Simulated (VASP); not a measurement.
Set up this calculation in VASP 6.6.1, as the native input.

```
Task                   : single point
Functional             : LDA
Potentials or basis    : VASP PAW LDA potentials, release 64 (Sn_d)
Cutoff                 : 520 eV
k mesh                 : 9 × 9 × 9
Occupations            : fermi-dirac, width 0.05 eV
Spin                   : no spin polarisation
Dipole correction      : no
Further INCAR settings : ALGO = Normal; EDIFF = 1e-06; NBANDS = 21
```

The structure of Sn lies in POSCAR:

```
Sn
1.0
   -2.9596121516      2.9596121516      1.6098937015
    2.9596121516     -2.9596121516      1.6098937015
    2.9596121516      2.9596121516     -1.6098937015
Sn
2
Direct
    0.0000000000      0.0000000000      0.0000000000
    0.7500000000      0.2500000000      0.5000000000
```

The input as run:

INCAR

```
SYSTEM = Sn
ALGO     = Normal         ! electronic algorithm
EDIFF    = 1E-6           ! SCF threshold, eV
ENCUT    = 520            ! plane-wave cutoff, eV
GGA      = CA             ! functional
ISIF     = 2              ! what is computed and relaxed
ISMEAR   = -1             ! smearing method
LASPH    = .TRUE.         ! aspherical terms in the spheres
LCHARG   = .FALSE.        ! write CHGCAR
LREAL    = .FALSE.        ! projectors in reciprocal space
LWAVE    = .FALSE.        ! write WAVECAR
NBANDS   = 21             ! bands
NELM     = 100            ! most SCF steps
PREC     = Accurate       ! precision mode
SIGMA    = 0.05           ! smearing width, eV
```

KPOINTS

```
k-points
0
G
  9 9 9
  0 0 0
```

Potentials or basis: VASP PAW LDA potentials, release 64 (Sn_d).

Command:

```bash
$ cat potpaw_LDA.64/Sn_d/POTCAR > POTCAR
$ mpirun -np 1 vasp_std > vasp.out
```

It gave:

- Pressure: -3.7 GPa
- Band gap on the k mesh: zero (bands 14 and 15 overlap by 3.84 eV)

Caveat: the cell stands under tension; spin-orbit coupling is left out, which moves the levels of the heavy elements.

It took 65 s on 1 thread of AMD EPYC 7R13 Processor (Zen 3) (shared host), peak memory 0.18 GiB.
